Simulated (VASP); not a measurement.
A run of VASP 6.6.1 is set up as follows.

The input INCAR:

```
SYSTEM = Hf5C3
PREC = Accurate
ENCUT = 520
EDIFF = 1E-6
ISMEAR = 0
SIGMA = 0.2
LREAL = .False.
LASPH = .True.
NELM = 60
ALGO = Normal
ISIF = 2
LWAVE = .False.
LCHARG = .False.
GGA = PE
NBANDS = 41
```

Contents of KPOINTS:

```
regular mesh
0
Gamma
  5 5 2
  0 0 0
```

The input POSCAR:

```
Hf5C3
1.0
    2.9512432208      0.0000000000      0.0000000000
    0.0000000000      2.9512432208      0.0000000000
    0.0000000000      0.0000000000     13.5266326434
Hf C
5 3
Direct
    0.0000000000      0.0000000000      0.2034960241
    0.0000000000      0.0000000000      0.7965039759
    0.0000000000      0.0000000000      0.0000000000
    0.5000000000      0.5000000000      0.3995000535
    0.5000000000      0.5000000000      0.6004999465
    0.5000000000      0.5000000000      0.1131247582
    0.5000000000      0.5000000000      0.8868752418
    0.0000000000      0.0000000000      0.5000000000
```

Potentials or basis: VASP PAW PBE potentials, release 64 (Hf_pv, C).

Launch:

```sh
$ cat potpaw_PBE.64/Hf_pv/POTCAR potpaw_PBE.64/C/POTCAR > POTCAR
$ mpirun -np 1 vasp_std > vasp.out
```

Q: What does it give for the band gap on the k mesh?

A: Zero (bands 31 and 32 overlap by 1.34 eV).

Q: What does it give for the pressure?

A: -0.9 GPa.

Q: Estimate the largest force.

A: 0.115 eV/Å.

Forces on the atoms (eV/Å):
```
Hf   0.000  0.000 -0.102
Hf   0.000  0.000  0.102
Hf   0.000  0.000  0.000
Hf   0.000  0.000  0.115
Hf   0.000  0.000 -0.115
C    0.000  0.000 -0.009
C    0.000  0.000  0.009
C    0.000  0.000  0.000
```

Caveat: the k points lie up to 0.43 Å⁻¹ apart, too coarse for converged energies and pressures of a metal; spin-orbit coupling is left out, which moves the levels of the heavy elements.
